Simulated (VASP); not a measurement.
# Li16H (a cell with a defect) in VASP: further runs, part 2 of 2

VASP 6.6.1.

### Step 5. Single point, LDA

INCAR

```
SYSTEM = Li16H
  ALGO = Normal
  EDIFF = 1E-7
  ENCUT = 520
  GGA = CA
  ISIF = 2
  ISMEAR = -1
  LASPH = .True.
  LCHARG = .False.
  LREAL = Auto
  LWAVE = .False.
  NBANDS = 38
  NELM = 100
  PREC = Accurate
  SIGMA = 0.1
```

KPOINTS

```
k-points
0
Gamma
  3 3 3
  0 0 0
```

POSCAR

```
Li16H
1.0
    6.9800000000      0.0000000000      0.0000000000
    0.0000000000      6.9800000000      0.0000000000
    0.0000000000      0.0000000000      6.9800000000
Li H
16 1
Direct
   -0.0214355301      0.0001517192     -0.0026591691
    0.5207816619      0.0000871060     -0.0028269341
   -0.0083803725      0.4997640401      0.0083287966
    0.0150375358      0.0004502865      0.5191846705
    0.2501606017      0.2431908309      0.2441012894
    0.5078524355      0.4997202006      0.0083326648
    0.4841514327      0.0004187679      0.5191796562
    0.7500313754      0.2236669054      0.2508444126
    0.0060865330      0.5004008596      0.4846471347
    0.2501101719      0.7581776504      0.2442978510
    0.2498704871      0.2622422636      0.7634297994
    0.4934796562      0.5003624642      0.4845012894
    0.7499585960      0.7781946991      0.2503863897
    0.7498459885      0.2647106017      0.7330148997
    0.2498243553      0.7393028653      0.7631958453
    0.7498256447      0.7373683381      0.7327888252
    0.7496015759      0.0009722063      0.1178428367
```

Potentials or basis: VASP PAW LDA potentials, release 64 (Li_sv, H).

Started as:

```sh
cat potpaw_LDA.64/Li_sv/POTCAR potpaw_LDA.64/H/POTCAR > POTCAR
mpirun -np 1 vasp_std > vasp.out
```

OUTCAR:

```text
SYSTEM = Li16H
   EDIFF = 1E-7
   ENCUT = 520
   GGA = CA
   ISIF = 2
   ISMEAR = -1
   LASPH = .True.
   LREAL = Auto
   NELM = 100
   PREC = Accurate

 ion  position               nearest neighbor table
   1  0.979  0.000  0.997-
   2  0.521  0.000  0.997-
   3  0.992  0.500  0.008-
   4  0.015  0.000  0.519-
   5  0.250  0.243  0.244-
   6  0.508  0.500  0.008-
[... 9 lines left out ...]
  16  0.750  0.737  0.733-
  17  0.750  0.001  0.118-

  LATTYP: Found a simple cubic cell.
 ALAT       =     6.9800000000

  Lattice vectors:

 A1 = (   6.9800000000,   0.0000000000,   0.0000000000)
 A2 = (   0.0000000000,   6.9800000000,   0.0000000000)
 A3 = (   0.0000000000,   0.0000000000,   6.9800000000)

Analysis of symmetry for initial positions (statically):
=====================================================================
 Subroutine PRICEL returns:
 Original cell was already a primitive cell.

 Routine SETGRP: Setting up the symmetry group for a
 simple cubic supercell.

 Subroutine GETGRP returns: Found  1 space group operations
 (whereof  1 operations were pure point group operations)
 out of a pool of 48 trial point group operations.

The static configuration has the point symmetry C_1 .

Analysis of symmetry for dynamics (positions and initial velocities):
=====================================================================
 Subroutine PRICEL returns:
 Original cell was already a primitive cell.

 Routine SETGRP: Setting up the symmetry group for a
 simple cubic supercell.

 Subroutine GETGRP returns: Found  1 space group operations
[... 139 lines left out ...]
   IALGO  =     38    algorithm
   IMIX   =      4    mixing-type and parameters
     AMIX     =   0.40;   BMIX     =  1.00
     AMIX_MAG =   1.60;   BMIX_MAG =  1.00
  volume/ion in A,a.u.               =      20.00       134.99
  Fermi-wavevector in a.u.,A,eV,Ry     =   0.858258  1.621873 10.022155  0.736608
  Thomas-Fermi vector in A             =   1.975436
   LORBIT       =      0    0 simple, 1 ext, 2 COOP (PROOUT), +10 PAW based schemes
   GGA     = CA    functional components
   LHFCALC =     F    Hartree Fock is set to
   AEXX    =    0.0000 exact exchange contribution
   IVDW    =     0    specifies the selected vdW correction
   LEPSILON=     F    determine dielectric tensor
   LRPA    =     F    only Hartree local field effects (RPA)
 non-spin polarized calculation
  energy-cutoff  :      520.00
  volume of cell :      340.07
 maximum number of plane-waves:      9180
 NGX is ok and might be reduce to    54
   NGX = 25   NGY = 25   NGZ = 25

 number of electron      48.9999975 magnetization

 Free energy of the ion-electron system (eV)
  ---------------------------------------------------
  ext. energy  EPLUGINS =         0.00000000
  ---------------------------------------------------
  free energy    TOTEN  =       -36.71127592 eV

  energy without entropy =      -36.42910987  energy(sigma->0) =      -36.57019290

 E-fermi :   0.4602     XC(G=0):  -7.0689

 val. band max:        0.4510791079   @ k =   0.3333   0.0000   0.3333
 cond. band min:       0.4804320368   @ k =   0.3333   0.0000   0.3333
 fundamental gap:      0.0293529290
 Fermi energy:         0.4602236144

 k-point     1 :       0.0000    0.0000    0.0000
  band No.  band energies     occupation
      1     -45.2832      2.00000
      2     -45.2803      2.00000
      3     -45.2601      2.00000
      4     -45.2585      2.00000
      5     -45.2101      2.00000
      6     -45.2066      2.00000
[... 535 lines left out ...]
     35       3.6326      0.00000
     36       3.7857      0.00000
 [bands above 36 left out]

------------------------ aborting loop because EDIFF is reached ----------------------------------------

  FORCE on cell =-STRESS in cart. coord.  units (eV):
  Direction    XX          YY          ZZ          XY          YZ          ZX
  --------------------------------------------------------------------------------------
  -------------------------------------------------------------------------------------
  Total       -3.1226235     -3.1081037     -3.2364940     -0.0005773     -0.0099637     -0.0015094
  in kB      -14.7117366    -14.6433290    -15.2482192     -0.0027198     -0.0469424     -0.0071113
  external PRESSURE =     -14.8677616 kB  Pullay stress =       0.0000000 kB

 VOLUME and BASIS-vectors are now :
 -----------------------------------------------------------------------------
  energy-cutoff  :      520.00
  volume of cell :      340.07
      direct lattice vectors                 reciprocal lattice vectors
     6.980000000  0.000000000  0.000000000     0.143266476  0.000000000  0.000000000
     0.000000000  6.980000000  0.000000000     0.000000000  0.143266476  0.000000000
     0.000000000  0.000000000  6.980000000     0.000000000  0.000000000  0.143266476

 POSITION                                       TOTAL-FORCE (eV/Angst)
 -----------------------------------------------------------------------------------
      6.83038      0.00106      6.96144         0.003370      0.007900      0.000938
      3.63506      0.00061      6.96027         0.000274      0.008111      0.003257
      6.92150      3.48835      0.05814         0.001556      0.009740      0.000019
      0.10496      0.00314      3.62391         0.003498      0.003957     -0.006747
      1.74612      1.69747      1.70383        -0.004423     -0.002535     -0.000235
      3.54481      3.48805      0.05816         0.001211      0.011431     -0.000190
[... 9 lines left out ...]
      5.23378      5.14683      5.11487        -0.001650     -0.000616      0.004349
      5.23222      0.00679      0.82254         0.002510     -0.001799      0.007266
 -----------------------------------------------------------------------------------
    total drift:                                0.000399     -0.010319      0.002683

  FREE ENERGIE OF THE ION-ELECTRON SYSTEM (eV)
  ---------------------------------------------------
  free  energy   TOTEN  =       -36.7112759228 eV

  energy  without entropy=      -36.4291098731  energy(sigma->0) =      -36.57019290
```

OSZICAR:

```text
N       E                     dE             d eps       ncg     rms          rms(c)
DAV:   1     0.273298559459E+03    0.27330E+03   -0.20822E+04  1080   0.125E+03
DAV:   2     0.364937274303E+02   -0.23680E+03   -0.22205E+03  1088   0.336E+02
DAV:   3    -0.231737319779E+02   -0.59667E+02   -0.58241E+02  1964   0.836E+01
DAV:   4    -0.351121292556E+02   -0.11938E+02   -0.11772E+02  1776   0.635E+01
DAV:   5    -0.375635205129E+02   -0.24514E+01   -0.24503E+01  1882   0.176E+01    0.399E+00
DAV:   6    -0.368606442375E+02    0.70288E+00   -0.13141E+00  1406   0.508E+00    0.175E+00
DAV:   7    -0.367050344414E+02    0.15561E+00   -0.59153E-01  1548   0.204E+00    0.434E-01
DAV:   8    -0.367109861827E+02   -0.59517E-02   -0.79110E-02  1664   0.774E-01    0.237E-01
DAV:   9    -0.367111747688E+02   -0.18859E-03   -0.60631E-03  1504   0.233E-01    0.971E-02
DAV:  10    -0.367112717005E+02   -0.96932E-04   -0.81494E-04  1736   0.908E-02    0.242E-02
DAV:  11    -0.367112764701E+02   -0.47696E-05   -0.61685E-05  1720   0.318E-02    0.899E-03
DAV:  12    -0.367112758570E+02    0.61310E-06   -0.48115E-06  1600   0.129E-02    0.247E-03
DAV:  13    -0.367112758808E+02   -0.23810E-07   -0.15736E-06  1536   0.666E-03    0.964E-04
DAV:  14    -0.367112759228E+02   -0.41965E-07   -0.66846E-07  1432   0.364E-03
   1 F= -.36711276E+02 E0= -.36570193E+02  d E =-.282166E+00
```

stdout:

```text
POSCAR found type information on POSCAR LiH
 POSCAR found :  2 types and      17 ions
 scaLAPACK will be used
 LDA part: xc-table for (Slater(with rela. corr.)+CA(PZ))
 , standard interpolation
 POSCAR, INCAR and KPOINTS ok, starting setup
 FFT: planning ... GRIDC
 FFT: planning ... GRID_SOFT
 FFT: planning ... GRID
 WAVECAR not read
 entering main loop
```

Run time: 2.3 min. Hardware: 1 thread of Intel Xeon 6975P-C (Granite Rapids), shared host; peak memory 0.35 GiB.

What came out:

| Item | Value |
| --- | --- |
| Free energy | -36.7113 eV |
| Largest force | 0.014 eV/Å |

Forces in eV/Å, atoms in the order of the input:
```
Li   0.003  0.008  0.001
Li   0.000  0.008  0.003
Li   0.002  0.010  0.000
Li   0.003  0.004 -0.007
Li  -0.004 -0.003  0.000
Li   0.001  0.011  0.000
Li   0.004  0.004 -0.004
Li  -0.003 -0.010 -0.003
Li   0.003  0.003  0.002
Li  -0.004 -0.007 -0.003
Li  -0.002 -0.011 -0.008
Li   0.002  0.004  0.005
Li  -0.003 -0.007  0.002
Li  -0.002 -0.011  0.001
Li  -0.001 -0.003 -0.001
Li  -0.002 -0.001  0.004
H    0.003 -0.002  0.007
```

Caveat: the cutoff is under 1.25 times the usual one of these potentials, so pressure, stress and relaxed cells hold a basis-set (Pulay) error.
